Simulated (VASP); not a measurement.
# HfN (Fm-3m) in VASP: further runs, part 2 of 3

VASP 6.6.1. Earlier steps stand in the parts before.

**4. Single point, PBE**

INCAR

```
  PREC = Accurate
  ENCUT = 520
  EDIFF = 1E-7
  ISMEAR = -1
  SIGMA = 0.02
  LREAL = F
  LASPH = T
  NELM = 100
  ALGO = Normal
  ISIF = 2
  LWAVE = F
  LCHARG = F
  GGA = PE
  NBANDS = 14
```

KPOINTS

```
Automatic mesh
0
Gamma
  11 11 11
```

POSCAR

```
HfN
1.0
    0.0000000000      2.2743264379      2.2743264379
    2.2743264379      0.0000000000      2.2743264379
    2.2743264379      2.2743264379      0.0000000000
Hf N
1 1
Direct
    0.0000000000      0.0000000000      0.0000000000
    0.5000000000      0.5000000000      0.5000000000
```

Potentials or basis: VASP PAW PBE potentials, release 64 (Hf_pv, N).

Launch:

```bash
cat potpaw_PBE.64/Hf_pv/POTCAR potpaw_PBE.64/N/POTCAR > POTCAR
mpirun -np 1 vasp_std > vasp.out
```

OUTCAR:

```text
PREC = Accurate
   ENCUT = 520
   EDIFF = 1E-7
   ISMEAR = -1
   LREAL = F
   LASPH = T
   NELM = 100
   ISIF = 2
   GGA = PE

 ion  position               nearest neighbor table
   1  0.000  0.000  0.000-   2 2.27   2 2.27   2 2.27   2 2.27   2 2.27   2 2.27
   2  0.500  0.500  0.500-   1 2.27   1 2.27   1 2.27   1 2.27   1 2.27   1 2.27

  LATTYP: Found a face centered cubic cell.
 ALAT       =     4.5486528758

  Lattice vectors:

 A1 = (   0.0000000000,   2.2743264379,   2.2743264379)
 A2 = (   2.2743264379,   0.0000000000,   2.2743264379)
 A3 = (   2.2743264379,   2.2743264379,   0.0000000000)

Analysis of symmetry for initial positions (statically):
=====================================================================
 Subroutine PRICEL returns:
 Original cell was already a primitive cell.

 Routine SETGRP: Setting up the symmetry group for a
 face centered cubic supercell.

 Subroutine GETGRP returns: Found 48 space group operations
 (whereof 48 operations were pure point group operations)
 out of a pool of 48 trial point group operations.

The static configuration has the point symmetry O_h .

Analysis of symmetry for dynamics (positions and initial velocities):
=====================================================================
 Subroutine PRICEL returns:
 Original cell was already a primitive cell.

 Routine SETGRP: Setting up the symmetry group for a
 face centered cubic supercell.

 Subroutine GETGRP returns: Found 48 space group operations
 (whereof 48 operations were pure point group operations)
 out of a pool of 48 trial point group operations.

The dynamic configuration has the point symmetry O_h .

 Subroutine INISYM returns: Found 48 space group operations
 (whereof 48 operations are pure point group operations),
 and found     1 'primitive' translations

----------------------------------------------------------------------------------------

                                     Primitive cell

  volume of cell :      23.5282

[... 107 lines left out ...]
     AMIX     =   0.40;   BMIX     =  1.00
     AMIX_MAG =   1.60;   BMIX_MAG =  1.00
  volume/ion in A,a.u.               =      11.76        79.39
  Fermi-wavevector in a.u.,A,eV,Ry     =   1.408994  2.662612 27.011155  1.985264
  Thomas-Fermi vector in A             =   2.531095
   LORBIT       =      0    0 simple, 1 ext, 2 COOP (PROOUT), +10 PAW based schemes
   GGA     = PE    functional components
[... 5 lines left out ...]
 non-spin polarized calculation
  energy-cutoff  :      520.00
  volume of cell :       23.53
 maximum number of plane-waves:       642
   NGX = 11   NGY = 11   NGZ = 11

 number of electron      15.0000000 magnetization

 Free energy of the ion-electron system (eV)
  ---------------------------------------------------
  ext. energy  EPLUGINS =         0.00000000
  ---------------------------------------------------
  free energy    TOTEN  =       -21.75040842 eV

  energy without entropy =      -21.74929686  energy(sigma->0) =      -21.74985264

 E-fermi :   8.1473     XC(G=0): -12.6262

 val. band max:        8.1433516136   @ k =   0.4545   0.1818   0.0000
 cond. band min:       8.1908360902   @ k =  -0.0909   0.0909   0.0000
 fundamental gap:      0.0474844766
 Fermi energy:         8.1473394732

 k-point     1 :       0.0000    0.0000    0.0000
  band No.  band energies     occupation
      1     -23.0310      2.00000
      2     -23.0310      2.00000
      3     -23.0310      2.00000
      4      -9.1823      2.00000
      5       5.2045      2.00000
      6       5.2045      2.00000
      7       5.2045      2.00000
      8       7.8680      2.00000
      9       7.8680      2.00000
     10       7.8680      2.00000
     11       9.8107      0.00000
     12      10.1231      0.00000
     13      10.1231      0.00000
     14      17.7192      0.00000
[... 377 lines left out ...]
      1     -23.5290      2.00000
      2     -23.2150      2.00000
      3     -23.0642      2.00000
      4      -7.7295      2.00000
      5       1.3128      2.00000
      6       2.7640      2.00000
      7       3.4715      2.00000
      8       9.0327      0.00000
      9       9.2508      0.00000
     10      11.1677      0.00000
     11      11.3477      0.00000
     12      14.2206      0.00000
     13      15.1896      0.00000
     14      20.3142      0.00000

 [... further k-points ...]
[... 5 lines left out ...]
  --------------------------------------------------------------------------------------
  -------------------------------------------------------------------------------------
  Total       -0.3552634     -0.3552634     -0.3552634      0.0000000      0.0000000     -0.0000000
  in kB      -24.1920511    -24.1920511    -24.1920511      0.0000000      0.0000000     -0.0000000
  external PRESSURE =     -24.1920511 kB  Pullay stress =       0.0000000 kB

 VOLUME and BASIS-vectors are now :
 -----------------------------------------------------------------------------
  energy-cutoff  :      520.00
  volume of cell :       23.53
      direct lattice vectors                 reciprocal lattice vectors
     0.000000000  2.274326438  2.274326438    -0.219845310  0.219845310  0.219845310
     2.274326438  0.000000000  2.274326438     0.219845310 -0.219845310  0.219845310
     2.274326438  2.274326438  0.000000000     0.219845310  0.219845310 -0.219845310

 POSITION                                       TOTAL-FORCE (eV/Angst)
 -----------------------------------------------------------------------------------
      0.00000      0.00000      0.00000         0.000000      0.000000     -0.000000
      2.27433      2.27433      2.27433         0.000000     -0.000000      0.000000
 -----------------------------------------------------------------------------------
    total drift:                                0.000000     -0.000000     -0.000000

  FREE ENERGIE OF THE ION-ELECTRON SYSTEM (eV)
  ---------------------------------------------------
  free  energy   TOTEN  =       -21.7504084190 eV

  energy  without entropy=      -21.7492968597  energy(sigma->0) =      -21.74985264
```

It took 6 s on 1 thread of Intel Xeon 6975P-C (Granite Rapids), shared host; peak memory 0.15 GiB.

Results:

```
Free energy : -21.7504 eV
Pressure    : -2.4 GPa
```

Caveat: spin-orbit coupling is left out, which moves the levels of the heavy elements.

**5. Relaxation of cell and atoms, PBE**

This run uses another cell than the first one, of 11.48 Å³/atom, 0.976 times its volume.

INCAR

```
SYSTEM = HfN
PREC = Accurate
ENCUT = 600
EDIFF = 1E-6
ISMEAR = -1
SIGMA = 0.02
LREAL = .False.
LASPH = .True.
NELM = 80
ALGO = Normal
ISIF = 3
LWAVE = .False.
LCHARG = .False.
GGA = PE
IBRION = 2
NSW = 70
EDIFFG = -0.005
```

KPOINTS

```
regular mesh
0
Gamma
  11 11 11
  0 0 0
```

POSCAR

```
HfN
1.0
    0.0000000000      2.2560000000      2.2560000000
    2.2560000000      0.0000000000      2.2560000000
    2.2560000000      2.2560000000      0.0000000000
Hf N
1 1
Direct
    0.0000000000      0.0000000000      0.0000000000
    0.5000000000      0.5000000000      0.5000000000
```

Potentials or basis: VASP PAW PBE potentials, release 64 (Hf_pv, N).

Launch:

```bash
cat potpaw_PBE.64/Hf_pv/POTCAR potpaw_PBE.64/N/POTCAR > POTCAR
mpirun -np 1 vasp_std > vasp.out
```

OUTCAR:

```text
SYSTEM = HfN
   PREC = Accurate
   ENCUT = 600
   EDIFF = 1E-6
   ISMEAR = -1
   LREAL = .False.
   LASPH = .True.
   NELM = 80
   ISIF = 3
   GGA = PE
   IBRION = 2
   NSW = 70
   EDIFFG = -0.005

 ion  position               nearest neighbor table
   1  0.000  0.000  0.000-   2 2.26   2 2.26   2 2.26   2 2.26   2 2.26   2 2.26
   2  0.500  0.500  0.500-   1 2.26   1 2.26   1 2.26   1 2.26   1 2.26   1 2.26

  LATTYP: Found a face centered cubic cell.
 ALAT       =     4.5120000000

  Lattice vectors:

 A1 = (   0.0000000000,   2.2560000000,   2.2560000000)
 A2 = (   2.2560000000,   0.0000000000,   2.2560000000)
 A3 = (   2.2560000000,   2.2560000000,   0.0000000000)

Analysis of symmetry for initial positions (statically):
=====================================================================
 Subroutine PRICEL returns:
 Original cell was already a primitive cell.

 Routine SETGRP: Setting up the symmetry group for a
 face centered cubic supercell.

 Subroutine GETGRP returns: Found 48 space group operations
 (whereof 48 operations were pure point group operations)
 out of a pool of 48 trial point group operations.

The static configuration has the point symmetry O_h .

Analysis of symmetry for dynamics (positions and initial velocities):
=====================================================================
 Subroutine PRICEL returns:
 Original cell was already a primitive cell.

 Routine SETGRP: Setting up the symmetry group for a
 face centered cubic supercell.

 Subroutine GETGRP returns: Found 48 space group operations
 (whereof 48 operations were pure point group operations)
 out of a pool of 48 trial point group operations.

The dynamic configuration has the point symmetry O_h .

 Subroutine INISYM returns: Found 48 space group operations
 (whereof 48 operations are pure point group operations),
 and found     1 'primitive' translations

[... 126 lines left out ...]
 non-spin polarized calculation
  energy-cutoff  :      600.00
  volume of cell :       22.96
 maximum number of plane-waves:       781
 NGX is ok and might be reduce to    28
   NGX = 13   NGY = 13   NGZ = 13

--------------------------------------- Ionic step        1  -------------------------------------------

 number of electron      15.0000002 magnetization

 Free energy of the ion-electron system (eV)
  ---------------------------------------------------
  ext. energy  EPLUGINS =         0.00000000
  ---------------------------------------------------
  free energy    TOTEN  =       -21.74908732 eV

  energy without entropy =      -21.74798522  energy(sigma->0) =      -21.74853627

------------------------ aborting loop because EDIFF is reached ----------------------------------------

  FORCE on cell =-STRESS in cart. coord.  units (eV):
  Direction    XX          YY          ZZ          XY          YZ          ZX
  --------------------------------------------------------------------------------------
  -------------------------------------------------------------------------------------
  Total        0.5913331      0.5913331      0.5913331      0.0000000      0.0000000      0.0000000
  in kB       41.2567955     41.2567955     41.2567955      0.0000000      0.0000000      0.0000000
  external PRESSURE =      41.2567955 kB  Pullay stress =       0.0000000 kB
[... 59 lines left out ...]
--------------------------------------- Ionic step        3  -------------------------------------------

 number of electron      15.0000001 magnetization

 Free energy of the ion-electron system (eV)
  ---------------------------------------------------
  ext. energy  EPLUGINS =         0.00000000
  ---------------------------------------------------
  free energy    TOTEN  =       -21.75341880 eV

  energy without entropy =      -21.75231067  energy(sigma->0) =      -21.75286473

 E-fermi :   8.2302     XC(G=0): -12.6754

 val. band max:        8.2269485282   @ k =   0.4545   0.1818   0.0000
 cond. band min:       8.2736208924   @ k =  -0.0909   0.0909   0.0000
 fundamental gap:      0.0466723642
 Fermi energy:         8.2302114297

 k-point     1 :       0.0000    0.0000    0.0000
  band No.  band energies     occupation
      1     -22.9106      2.00000
      2     -22.9106      2.00000
      3     -22.9106      2.00000
      4      -9.1558      2.00000
      5       5.2762      2.00000
      6       5.2762      2.00000
      7       5.2762      2.00000
      8       7.9465      2.00000
      9       7.9465      2.00000
     10       7.9465      2.00000
     11       9.9820      0.00000
[... 309 lines left out ...]
 k-point    24 :      -0.1818    0.1818    0.0000
  band No.  band energies     occupation
      1     -23.4271      2.00000
      2     -23.1010      2.00000
      3     -22.9445      2.00000
      4      -7.6747      2.00000
      5       1.3562      2.00000
      6       2.8060      2.00000
      7       3.5297      2.00000
      8       9.1250      0.00000
      9       9.3445      0.00000
     10      11.3018      0.00000
     11      11.4805      0.00000

 [... further k-points ...]
[... 5 lines left out ...]
  --------------------------------------------------------------------------------------
  -------------------------------------------------------------------------------------
  Total       -0.0035420     -0.0035420     -0.0035420      0.0000000      0.0000000      0.0000000
  in kB       -0.2434710     -0.2434710     -0.2434710      0.0000000      0.0000000      0.0000000
  external PRESSURE =      -0.2434710 kB  Pullay stress =       0.0000000 kB
[... 17 lines left out ...]
  FREE ENERGIE OF THE ION-ELECTRON SYSTEM (eV)
  ---------------------------------------------------
  free  energy   TOTEN  =       -21.7534187969 eV

  energy  without entropy=      -21.7523106684  energy(sigma->0) =      -21.75286473

 reached required accuracy - stopping structural energy minimisation
```

OSZICAR:

```text
N       E                     dE             d eps       ncg     rms          rms(c)
DAV:   1     0.451630317328E+02    0.45163E+02   -0.89160E+03  1232   0.143E+03
[... 23 lines left out ...]
DAV:   1    -0.217931766255E+02   -0.54538E-01   -0.10958E+00  1232   0.107E+01    0.330E+00
DAV:   2    -0.217626025140E+02    0.30574E-01   -0.50890E-02  1274   0.217E+00    0.148E+00
DAV:   3    -0.217537572467E+02    0.88453E-02   -0.18602E-02  1340   0.133E+00    0.961E-01
DAV:   4    -0.217534335464E+02    0.32370E-03   -0.11571E-03  1531   0.354E-01    0.594E-01
DAV:   5    -0.217534189384E+02    0.14608E-04   -0.11053E-04  1457   0.874E-02    0.629E-02
DAV:   6    -0.217534194279E+02   -0.48954E-06   -0.11535E-05  1573   0.332E-02    0.146E-02
DAV:   7    -0.217534187969E+02    0.63108E-06   -0.44103E-07   757   0.738E-03
   3 F= -.21753419E+02 E0= -.21752865E+02  d E =-.433148E-02
```

Wall time 18 s (1 thread of Intel Xeon 6975P-C (Granite Rapids), shared host); peak memory 0.17 GiB.

What came out:

```
Free energy                            : -21.7534 eV
Relaxed volume                         : 11.65 Å³/atom
Relaxed cell                           : a = 3.206 Å, b = 3.206 Å, c = 3.206 Å, α = 60.00°, β = 60.00°, γ = 60.00°
Space group after relaxing (to 0.05 Å) : Fm-3m (No. 225)
Energy gained by relaxing              : 2.2 meV/atom
Ionic steps                            : 3
Pressure after relaxing                : 0.0 GPa
```

The path:
```
step  energy change (eV)  largest force (eV/Å)  pressure (GPa)  volume (Å³)
   1              0.0000                0.0000            4.13        22.96
   2              0.0104                0.0000           -7.05        23.96
   3             -0.0043                0.0000           -0.02        23.31
```

Final structure:
```
Hf N
1.0
     0.00000    2.26722    2.26722
     2.26722    0.00000    2.26722
     2.26722    2.26722    0.00000
Hf N
1 1
Direct
  0.00000 0.00000 0.00000
  0.50000 0.50000 0.50000
```

Caveat: spin-orbit coupling is left out, which moves the levels of the heavy elements. Zero-point motion and thermal expansion aren't in these numbers.

(Continued in part 3 of 3.)
